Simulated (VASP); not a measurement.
Wanted: the native input for a VASP 6.6.1 run.

- Task: single point
- Functional: PBE
- Potentials or basis: VASP PAW PBE potentials, release 64 (B, As)
- Cutoff: 520 eV
- k mesh: 6 × 6 × 2
- Occupations: gaussian, width 0.2 eV
- Spin: no spin polarisation
- Dipole correction: no
- Further INCAR settings: ALGO = Normal; EDIFF = 1e-06; NBANDS = 27

The structure of B3As5 lies in POSCAR:

```
B3As5
1.0
    3.4587703611      0.0000945423      0.0004436691
   -1.7293090591      2.9956039334     -0.0006701650
    0.0015745391     -0.0021751063     12.3706476573
B As
3 5
Direct
    0.9999038974      1.0000246726      0.4790426594
    0.3334962199      0.6662599809      0.0315296444
    0.6667121850      0.3331148398      0.2554520992
    0.6665939776      0.3333024146      0.4245330928
    1.0001777267      0.9995619906      0.9752921119
    0.3333947904      0.6663999345      0.2005331101
    0.9998684468      1.0005535901      0.6486671107
    0.3331860896      0.6674492436      0.7664501717
```

One way to write it, as run:

INCAR

```
ALGO     = Normal         # electronic algorithm
EDIFF    = 1E-6           # SCF threshold, eV
ENCUT    = 520            # plane-wave cutoff, eV
GGA      = PE             # functional
ISIF     = 2              # what is computed and relaxed
ISMEAR   = 0              # smearing method
LASPH    = True           # aspherical terms in the spheres
LCHARG   = False          # write CHGCAR
LREAL    = False          # projectors in reciprocal space
LWAVE    = False          # write WAVECAR
NBANDS   = 27             # bands
NELM     = 80             # most SCF steps
PREC     = Accurate       # precision mode
SIGMA    = 0.2            # smearing width, eV
```

KPOINTS

```
k-points
0
Gamma
  6 6 2
```

Potentials or basis: VASP PAW PBE potentials, release 64 (B, As).

Command:

```console
$ cat potpaw_PBE.64/B/POTCAR potpaw_PBE.64/As/POTCAR > POTCAR
$ mpirun -np 1 vasp_std > vasp.out
```

Results of the run:

| Property | Result |
| --- | --- |
| Pressure | 0.5 GPa |
| Largest force | 0.075 eV/Å |
| Band gap on the k mesh | zero (bands 17 and 18 overlap by 0.83 eV) |

It took 4.5 min on 1 thread of Intel Xeon 8259CL, on a shared host, peak memory 0.31 GiB.
